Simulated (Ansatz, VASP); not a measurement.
# One calculation of Zr, two programs

```xyz
5
Lattice="3.2311 0.0000 0.0000 -1.6155 2.7982 0.0000 0.0000 0.0000 26.3503" Properties=species:S:1:pos:R:3 pbc="T T T"
Zr    0.0000    0.0000    8.1094
Zr    0.0000    1.8655   10.5321
Zr    0.0000    0.0000   13.1752
Zr    0.0000    1.8655   15.8182
Zr    0.0000    0.0000   18.2409
```

Alike in both runs: functional PBE; k mesh 15 × 15 × 1; occupations fermi-dirac, width 0.08 eV; no spin polarisation.

Ansatz relaxed the structure, and its values are those at the end. VASP's run is a single point on that final structure, the one shown.

|  | VASP | Ansatz |
| --- | --- | --- |
| version | VASP 6.6.1 | Ansatz 0.2.0 |
| potentials or method | VASP PAW PBE potentials, release 64 (Zr_sv), cutoff 520 eV | all-electron LAPW, scalar-relativistic |

```csv
,VASP,Ansatz,Ansatz less VASP
rms of the force components (eV/Å),0.003,0.003,-0.0001
```

Ansatz ran all-electron here, and VASP with PAW potentials.
